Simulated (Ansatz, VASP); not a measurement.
Co in VASP and in Ansatz

Contents of INCAR:

```
PREC = Accurate
ENCUT = 600
EDIFF = 1E-6
ISMEAR = -1
SIGMA = 0.1
LREAL = False
LASPH = True
NELM = 200
ALGO = Normal
ISIF = 2
LWAVE = False
LCHARG = True
ISPIN = 2
MAGMOM = 2.08
LORBIT = 11
LMAXMIX = 4
GGA = PE
LELF = True
LVHAR = True
NBANDS = 14
GGA_COMPAT = False
```

KPOINTS

```
Automatic mesh
0
Gamma
  8 8 8
```

File POSCAR:

```
Co
1.0
   -1.4676020000      1.4676020000      1.4676020000
    1.4676020000     -1.4676020000      1.4676020000
    1.4676020000      1.4676020000     -1.4676020000
Co
1
Direct
    0.0000000000      0.0000000000      0.0000000000
```

Input for Ansatz:

```yaml
crystal:
  lattice:
    - [-1.467602, 1.467602, 1.467602]
    - [1.467602, -1.467602, 1.467602]
    - [1.467602, 1.467602, -1.467602]
  atoms:
    - { symbol: Co, position: [0, 0, 0] }
kpoints:
  mp_grid: { grid: [8, 8, 8], shift: [0, 0, 0] }
hamiltonian:
  xc: pbe
  pseudopotentials: { kind: nc }
scf:
  occupations: { method: fermi_dirac }
magnetization:
  spin_polarized: true
```

Alike in both runs: task single point; functional PBE; k mesh 8 × 8 × 8; collinear spin.

|  | VASP | Ansatz |
| --- | --- | --- |
| version | VASP 6.6.1 | Ansatz 0.2 development build |
| potentials or method | VASP PAW PBE potentials, release 64 (Co) | scalar-relativistic |
| plane-wave cutoff (eV) | 600 | 1306 |
| occupations | fermi-dirac, width 0.1 eV | fermi-dirac |

VASP gave:

```
net moment per atom (μB)                                      : 1.80
size of the moment on the site where the two differ most (μB) : 1.84
```

Task: Estimate Ansatz's values.

Result: net moment per atom (μB): 1.80; size of the moment on the site where the two differ most (μB): 1.89.

Site moments also hang on the region over which each program counts them. Ansatz's warnings: negative dielectric reading.

The k mesh is coarse, so the values compare programs but aren't converged.
